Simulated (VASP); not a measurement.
# SnO2 in VASP: a series of runs

Runs on SnO2. Level: LDA. Tasks: single point.

Everything below comes from runs of VASP 6.6.1. Logs are shortened: lines on timing, memory, paths and dates and some standing lists are left out, and cuts for length are marked.

**1. The cell of the first run**

The typed cell holds 6 atoms: a = 4.720 Å, b = 4.721 Å, c = 3.189 Å, α = 90.00°, β = 90.00°, γ = 90.00°.

**2. Single point, LDA (atoms displaced along several vibrational modes)**

INCAR

```
  ALGO = Normal
  EDIFF = 1E-6
  ENCUT = 520
  ISIF = 2
  ISMEAR = 0
  LASPH = T
  LCHARG = F
  LREAL = F
  LWAVE = F
  NBANDS = 35
  NELM = 80
  PREC = Accurate
  SIGMA = 0.05
```

KPOINTS

```
k-points
0
Gamma
  6 6 8
```

POSCAR

```
SnO2
1.0
    4.7201335122      0.0000000000      0.0000000000
    0.0000000000      4.7206343096      0.0000000000
    0.0000000000      0.0000000000      3.1888226875
Sn O
2 4
Direct
    0.5065055932      0.5075136948      0.5000000000
   -0.0065189374      0.0075252158      0.0000000000
    0.3166235722      0.2916856634      0.0000000000
    0.7685343527      0.1525211909      0.5000000000
    0.1834259338      0.7917282764      0.5000000000
    0.7315151533      0.6524785779      0.0000000000
```

Potentials or basis: VASP PAW LDA potentials, release 64 (Sn_d, O).

Run with:

```sh
$ cat potpaw_LDA.64/Sn_d/POTCAR potpaw_LDA.64/O/POTCAR > POTCAR
$ mpirun -np 1 vasp_std > vasp.out
```

OUTCAR:

```text
EDIFF = 1E-6
   ENCUT = 520
   ISIF = 2
   ISMEAR = 0
   LASPH = T
   LREAL = F
   NELM = 80
   PREC = Accurate

 ion  position               nearest neighbor table
   1  0.507  0.508  0.500-   5 2.03   6 2.03   6 2.03   4 2.08   3 2.09   3 2.09   2 3.66   2 3.66
                             2 3.66   2 3.66   2 3.74   2 3.74   2 3.74   2 3.74
   2  0.993  0.008  0.000-   3 2.03   4 2.03   4 2.03   6 2.08   5 2.09   5 2.09   1 3.66   1 3.66
                             1 3.66   1 3.66   1 3.74   1 3.74   1 3.74   1 3.74
   3  0.317  0.292  0.000-   2 2.03   1 2.09   1 2.09
   4  0.769  0.153  0.500-   2 2.03   2 2.03   1 2.08
   5  0.183  0.792  0.500-   1 2.03   2 2.09   2 2.09
   6  0.732  0.652  0.000-   1 2.03   1 2.03   2 2.08

  LATTYP: Found a simple orthorhombic cell.
 ALAT       =     3.1888226875
 B/A-ratio  =     1.4802119700
 C/A-ratio  =     1.4803690177

  Lattice vectors:

 A1 = (   0.0000000000,   0.0000000000,   3.1888226875)
 A2 = (   4.7201335122,   0.0000000000,   0.0000000000)
 A3 = (   0.0000000000,   4.7206343096,   0.0000000000)

Analysis of symmetry for initial positions (statically):
=====================================================================
 Subroutine PRICEL returns:
 Original cell was already a primitive cell.

 Routine SETGRP: Setting up the symmetry group for a
 simple orthorhombic supercell.

 Subroutine GETGRP returns: Found  2 space group operations
 (whereof  2 operations were pure point group operations)
 out of a pool of  8 trial point group operations.

The static configuration has the point symmetry C_1h.

Analysis of symmetry for dynamics (positions and initial velocities):
=====================================================================
 Subroutine PRICEL returns:
 Original cell was already a primitive cell.

 Routine SETGRP: Setting up the symmetry group for a
 simple orthorhombic supercell.

 Subroutine GETGRP returns: Found  2 space group operations
 (whereof  2 operations were pure point group operations)
 out of a pool of  8 trial point group operations.

The dynamic configuration has the point symmetry C_1h.

 Subroutine INISYM returns: Found  2 space group operations
 (whereof  2 operations are pure point group operations),
 and found     1 'primitive' translations

----------------------------------------------------------------------------------------

                                     Primitive cell

  volume of cell :      71.0534

  direct lattice vectors                    reciprocal lattice vectors
     4.720133512  0.000000000  0.000000000     0.211858414  0.000000000  0.000000000
     0.000000000  4.720634310  0.000000000     0.000000000  0.211835939  0.000000000
     0.000000000  0.000000000  3.188822688     0.000000000  0.000000000  0.313595360

  length of vectors
     4.720133512  4.720634310  3.188822688     0.211858414  0.211835939  0.313595360

  position of ions in fractional coordinates (direct lattice)
     0.506505593  0.507513695  0.500000000
     0.993481063  0.007525216  0.000000000
     0.316623572  0.291685663  0.000000000
     0.768534353  0.152521191  0.500000000
     0.183425934  0.791728276  0.500000000
     0.731515153  0.652478578  0.000000000

  ion indices of the primitive-cell ions
   primitive index   ion index
                 1           1
                 2           2
                 3           3
                 4           4
                 5           5
                 6           6

----------------------------------------------------------------------------------------

 KPOINTS: k-points

Automatic generation of k-mesh.
 Grid dimensions read from file:
 generate k-points for:    6    6    8

 Generating k-lattice:

  Cartesian coordinates                     Fractional coordinates (reciprocal lattice)
     0.035309736  0.000000000  0.000000000     0.166666667  0.000000000  0.000000000
     0.000000000  0.035305990  0.000000000     0.000000000  0.166666667  0.000000000
     0.000000000  0.000000000  0.039199420     0.000000000  0.000000000  0.125000000

  Length of vectors
     0.035309736  0.035305990  0.039199420

  Shift w.r.t. Gamma in fractional coordinates (k-lattice)
     0.000000000  0.000000000  0.000000000

 Subroutine IBZKPT returns following result:
 ===========================================

 Found    100 irreducible k-points:

 Following reciprocal coordinates:
            Coordinates               Weight
  0.000000  0.000000  0.000000      1.000000
  0.166667  0.000000  0.000000      2.000000
  0.333333  0.000000  0.000000      2.000000
  0.500000  0.000000  0.000000      1.000000
  0.000000  0.166667  0.000000      2.000000
  0.166667  0.166667  0.000000      2.000000
[... 16 lines left out ...]
  0.333333  0.000000  0.125000      4.000000
  0.500000  0.000000  0.125000      2.000000
 [... further k-points ...]
   k-points           NKPTS =    100   k-points in BZ     NKDIM =    100   number of bands    NBANDS=     35
   number of dos      NEDOS =    301   number of ions     NIONS =      6
   total plane-waves  NPLWV =  31104
   dimension x,y,z NGX =    36 NGY =   36 NGZ =   24
   dimension x,y,z NGXF=    72 NGYF=   72 NGZF=   48
   ions per type =               2   4
   NGX,Y,Z   is equivalent  to a cutoff of  12.68, 12.68, 12.51 a.u.
   NGXF,Y,Z  is equivalent  to a cutoff of  25.36, 25.36, 25.02 a.u.
 SYSTEM =  unknown system
   PREC   = accura    normal or accurate (medium, high low for compatibility)
   ISTART =      0    job   : 0-new  1-cont  2-samecut
   ICHARG =      2    charge: 1-file 2-atom 10-const
   ISPIN  =      1    spin polarized calculation?
   LNONCOLLINEAR =      F non collinear calculations
   LSORBIT =      F    spin-orbit coupling
   LASPH  =      T    aspherical Exc in radial PAW
   ENCUT  =  520.0 eV  38.22 Ry    6.18 a.u.   8.78  8.78  5.93*2*pi/ulx,y,z
   NELM   =     80;   NELMIN=  2; NELMDL= -5     # of ELM steps
   EDIFF  = 0.1E-05   stopping-criterion for ELM
   LREAL  =      F    real-space projection
   EDIFFG = 0.1E-04   stopping-criterion for IOM
   NSW    =      0    number of steps for IOM
   IBRION =     -1    ionic relax: 0-MD 1-quasi-New 2-CG
   NFREE  =      0    steps in history (QN), initial steepest desc. (CG)
   ISIF   =      2    stress and relaxation
   ISYM   =      2    0-nonsym 1-usesym 2-fastsym
   POTIM  = 0.5000    time-step for ionic-motion
   TEBEG  =    0.0;   TEEND  =   0.0 temperature during run
   PSTRESS=    0.0 pullay stress
   NELECT =      52.0000    total number of electrons
   NUPDOWN=      -1.0000    fix difference up-down
   EMIN   =  10.00;   EMAX   =-10.00  energy-range for DOS
   EFERMI =   0.00;   METHOD = LEGACY
   ISMEAR =     0;   SIGMA  =   0.05  broadening in eV -4-tet -1-fermi 0-gaus
   EFERMI_NEDOS =   21; number of points for ismear=-14 and -15
   IALGO  =     38    algorithm
   IMIX   =      4    mixing-type and parameters
     AMIX     =   0.40;   BMIX     =  1.00
     AMIX_MAG =   1.60;   BMIX_MAG =  1.00
  volume/ion in A,a.u.               =      11.84        79.92
  Fermi-wavevector in a.u.,A,eV,Ry     =   1.475302  2.787917 29.613299  2.176516
  Thomas-Fermi vector in A             =   2.589968
   LORBIT       =      0    0 simple, 1 ext, 2 COOP (PROOUT), +10 PAW based schemes
   GGA     = CA    functional components
   LHFCALC =     F    Hartree Fock is set to
   AEXX    =    0.0000 exact exchange contribution
   IVDW    =     0    specifies the selected vdW correction
   LEPSILON=     F    determine dielectric tensor
   LRPA    =     F    only Hartree local field effects (RPA)
 non-spin polarized calculation
 Gauss-broadening in eV      SIGMA  =   0.05
  energy-cutoff  :      520.00
  volume of cell :       71.05
 maximum number of plane-waves:      1933
 NGX is ok and might be reduce to    36
   NGX = 17   NGY = 17   NGZ = 11

 number of electron      52.0000006 magnetization

 Free energy of the ion-electron system (eV)
  ---------------------------------------------------
  ext. energy  EPLUGINS =         0.00000000
  ---------------------------------------------------
  free energy    TOTEN  =       -42.06324568 eV

  energy without entropy =      -42.06324568  energy(sigma->0) =      -42.06324568

 E-fermi :   6.1710     XC(G=0): -11.8561

 val. band max:        5.9218450427   @ k =   0.0000   0.0000   0.0000
 cond. band min:       7.1467151992   @ k =   0.0000   0.0000   0.0000
 fundamental gap:      1.2248701565
 Fermi energy:         6.1709731610

 k-point     1 :       0.0000    0.0000    0.0000
  band No.  band energies     occupation
      1     -15.0015      2.00000
      2     -14.2849      2.00000
      3     -14.0196      2.00000
      4     -13.9910      2.00000
      5     -13.9824      2.00000
      6     -13.9099      2.00000
[... 27 lines left out ...]
     34      18.0259      0.00000
     35      18.5703      0.00000

 k-point     2 :       0.1667    0.0000    0.0000
  band No.  band energies     occupation
      1     -14.9624      2.00000
      2     -14.3325      2.00000
      3     -14.0190      2.00000
      4     -13.9893      2.00000
      5     -13.9801      2.00000
      6     -13.9495      2.00000
[... 27 lines left out ...]
     34      18.1570      0.00000
     35      18.5783      0.00000

 k-point     3 :       0.3333    0.0000    0.0000
  band No.  band energies     occupation
      1     -14.8495      2.00000
      2     -14.4786      2.00000
      3     -14.0179      2.00000
      4     -13.9857      2.00000
      5     -13.9841      2.00000
      6     -13.9756      2.00000
[... 27 lines left out ...]
     34      18.5703      0.00000
     35      18.6050      0.00000
[... 723 lines left out ...]
 k-point    23 :       0.3333    0.0000    0.1250
  band No.  band energies     occupation
      1     -14.7983      2.00000
      2     -14.4490      2.00000
      3     -14.1722      2.00000
      4     -14.0803      2.00000
      5     -13.9623      2.00000
      6     -13.9199      2.00000
[... 27 lines left out ...]
     34      18.2688      0.00000
     35      18.6440      0.00000

 k-point    24 :       0.5000    0.0000    0.1250
  band No.  band energies     occupation
      1     -14.6811      2.00000
      2     -14.5940      2.00000
      3     -14.1747      2.00000
      4     -14.0792      2.00000
      5     -13.9445      2.00000
      6     -13.9348      2.00000
[... 27 lines left out ...]
     34      17.9593      0.00000
     35      18.6821      0.00000

 [... further k-points ...]
[... 5 lines left out ...]
  --------------------------------------------------------------------------------------
  -------------------------------------------------------------------------------------
  Total       -0.0395350     -0.5219978      0.6260349     -0.0004616      0.0000000      0.0000000
  in kB       -0.8914719    -11.7704826     14.1164063     -0.0104078      0.0000000      0.0000000
  external PRESSURE =       0.4848172 kB  Pullay stress =       0.0000000 kB

 VOLUME and BASIS-vectors are now :
 -----------------------------------------------------------------------------
  energy-cutoff  :      520.00
  volume of cell :       71.05
      direct lattice vectors                 reciprocal lattice vectors
     4.720133512  0.000000000  0.000000000     0.211858414  0.000000000  0.000000000
     0.000000000  4.720634310  0.000000000     0.000000000  0.211835939  0.000000000
     0.000000000  0.000000000  3.188822688     0.000000000  0.000000000  0.313595360

 POSITION                                       TOTAL-FORCE (eV/Angst)
 -----------------------------------------------------------------------------------
      2.39077      2.39579      1.59441        -0.486336     -0.743750      0.000000
      4.68936      0.03552      0.00000         0.488093     -0.745100      0.000000
      1.49451      1.37694      0.00000        -0.310884      0.351921      0.000000
      3.62758      0.72000      1.59441         0.298015      0.392261      0.000000
      0.86579      3.73746      1.59441         0.309959      0.351376      0.000000
      3.45285      3.08011      0.00000        -0.298848      0.393291      0.000000
 -----------------------------------------------------------------------------------
    total drift:                               -0.000025     -0.000748      0.000000

  FREE ENERGIE OF THE ION-ELECTRON SYSTEM (eV)
  ---------------------------------------------------
  free  energy   TOTEN  =       -42.0632456781 eV

  energy  without entropy=      -42.0632456781  energy(sigma->0) =      -42.06324568
```

It took 87 s on 1 thread of AMD EPYC 9R45 (Zen 5), shared host; peak memory 0.26 GiB.

What came out:

* Free energy: -42.0632 eV
* Pressure: 0.0 GPa
* Largest force: 0.891 eV/Å
* Band gap on the k mesh: 1.22 eV

Forces on the atoms (eV/Å):
```
Sn  -0.486 -0.744  0.000
Sn   0.488 -0.745  0.000
O   -0.311  0.352  0.000
O    0.298  0.392  0.000
O    0.310  0.351  0.000
O   -0.299  0.393  0.000
```

Levels at points of the mesh, in eV from the valence-band top:
```tsv
k point	band 24	band 25	band 26	band 27	band 28	band 29
(0.00, 0.00, 0.00)	-0.77	-0.68	0.00	1.22	5.28	6.14
(0.50, 0.00, 0.00)	-0.96	-0.56	-0.55	4.14	4.32	6.56
(0.00, 0.50, 0.00)	-1.11	-0.56	-0.56	4.34	4.34	7.11
(0.50, 0.50, 0.00)	-1.28	-0.85	-0.85	4.63	4.63	7.32
(0.00, 0.00, 0.50)	-1.70	-1.18	-1.18	5.88	5.88	9.10
(0.50, 0.00, 0.50)	-0.97	-0.68	-0.68	6.09	6.09	7.88
(0.00, 0.50, 0.50)	-1.22	-0.57	-0.57	6.04	6.04	7.89
(0.50, 0.50, 0.50)	-1.03	-0.67	-0.67	4.66	4.66	8.43
```

Caveat: the cell differs from its parent crystal (atoms displaced along several vibrational modes); spin-orbit coupling is left out, which moves the levels of the heavy elements.

(Continued in part 2 of 2.)
